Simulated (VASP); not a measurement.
Write the native input for VASP 6.6.1 that does the following.

```yaml
Task: single point
Functional: PBE
Potentials_or_basis: VASP PAW PBE potentials, release 64 (Zr_sv, Zn, N)
Cutoff: 520 eV
k_mesh: 6 × 6 × 4
Occupations: gaussian, width 0.1 eV
Spin: no spin polarisation
Dipole_correction: no
Further_INCAR_settings: ALGO = Normal; EDIFF = 1e-07; NBANDS = 38
```

The structure of Zr3ZnN2 lies in POSCAR:

```
Zr3ZnN2
1.0
    5.9763450604      0.0000000000      0.0000000000
   -2.9881725302      5.1756666441      0.0000000000
    0.0000000000      0.0000000000      3.0874662402
Zr Zn N
3 1 2
Direct
    0.5000021447      0.0000000000      0.0000000000
    0.0000000000      0.5000021447      0.0000000000
    0.4999978553      0.4999978553      0.0000000000
    0.0000000000      0.0000000000      0.0000000000
    0.3333333333      0.6666666667      0.5000000000
    0.6666666667      0.3333333333      0.5000000000
```

The cell was built from a structure type or drawn by symmetry, and may not be a known phase.

The input as run:

INCAR

```
SYSTEM = Zr3ZnN2
PREC = Accurate
ENCUT = 520
EDIFF = 1E-7
ISMEAR = 0
SIGMA = 0.1
LREAL = .False.
LASPH = .True.
NELM = 60
ALGO = Normal
ISIF = 2
LWAVE = .False.
LCHARG = .False.
GGA = PE
NBANDS = 38
```

KPOINTS

```
Automatic mesh
0
Gamma
  6 6 4
  0 0 0
```

Potentials or basis: VASP PAW PBE potentials, release 64 (Zr_sv, Zn, N).

Run with:

```sh
$ cat potpaw_PBE.64/Zr_sv/POTCAR potpaw_PBE.64/Zn/POTCAR potpaw_PBE.64/N/POTCAR > POTCAR
$ mpirun -np 1 vasp_std > vasp.out
```

It gave:

The pressure is 0.2 GPa. The band gap on the k mesh is zero (bands 29 and 30 overlap by 1.35 eV).

Caveat: the k points lie up to 0.51 Å⁻¹ apart, too coarse for converged energies and pressures of a metal.

Run time: 64 s on 1 thread of AMD EPYC 9R45 96-Core Processor (Zen 5) (shared host), peak memory 0.23 GiB.
